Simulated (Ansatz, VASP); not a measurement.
**Two plane-wave programs on GaN**

The input POSCAR:

```
GaN
1.0
    3.1900000000      0.0000000000      0.0000000000
   -1.5950000000      2.7626210381      0.0000000000
    0.0000000000      0.0000000000      5.1890000000
Ga N
2 2
Direct
    0.3333333333      0.6666666667      0.0000000000
    0.6666666667      0.3333333333      0.5000000000
    0.3333333333      0.6666666667      0.3768000000
    0.6666666667      0.3333333333      0.8768000000
```

INCAR.step1

```
  PREC = Accurate
  ENCUT = 600
  ISMEAR = 0
  SIGMA = 0.01
  LREAL = F
  LASPH = T
  NELM = 60
  GGA = PE
  ALGO = Normal
  EDIFF = 1E-4
  LWAVE = T
  LCHARG = F
```

Contents of INCAR.step2:

```
  PREC = Accurate
  ENCUT = 600
  EDIFF = 1E-6
  ISMEAR = 0
  SIGMA = 0.01
  LREAL = F
  LASPH = T
  NELM = 60
  ALGO = Normal
  ISIF = 3
  LWAVE = F
  LCHARG = F
  METAGGA = R2SCAN
  LMIXTAU = T
  IBRION = 2
  NSW = 80
  EDIFFG = -0.002
  ISTART = 1
```

File KPOINTS:

```
Automatic mesh
0
Gamma
  8 8 5
```

Input for Ansatz:

```yaml
crystal:
  lattice:
    - [3.19, 0.0, 0.0]
    - [-1.595, 2.7626210381, 0.0]
    - [0.0, 0.0, 5.189]
  atoms:
    - { symbol: Ga, position: [0.3333333333, 0.6666666667, 0.0] }
    - { symbol: Ga, position: [0.6666666667, 0.3333333333, 0.5] }
    - { symbol: "N", position: [0.3333333333, 0.6666666667, 0.3768] }
    - { symbol: "N", position: [0.6666666667, 0.3333333333, 0.8768] }
scf:
  occupations: { method: fixed }
output:
  forces: true
  stress: true
  eigenvalues: true
  write_density: true
  write_potential: true
  elf: true
  volumetric_format: npy
hamiltonian:
  xc: r2scan
kpoints:
  mp_grid: { grid: [8, 8, 5] }
basis:
  ecutwfc: 520
relax:
  f_tol: 0.002
  max_steps: 60
  cell: { stress_tol: 0.05 }
```

Alike in both runs: task relaxation of cell and atoms; functional r2SCAN; k mesh 8 × 8 × 5; no spin polarisation.

```csv
,VASP,Ansatz
version,VASP 6.6.1,Ansatz 0.2.0
potentials or method,"VASP PAW PBE potentials, release 64 (Ga_d, N), cutoff 600 eV","scalar-relativistic, plane waves, PAW"
occupations,"gaussian, width 0.01 eV",fixed
valence electrons in the cell,36,36
```

```csv
,VASP,Ansatz,Ansatz less VASP
"gap on the k mesh at the Fermi level, each at its own relaxed structure (eV)",2.30,2.35,+0.046
relaxed volume (Å³/atom),11.44,11.37,-0.065
relaxed cell length with the largest relative difference (Å),3.189,3.183,-0.0061
```

VASP's potentials were made for PBE, not for r2SCAN.
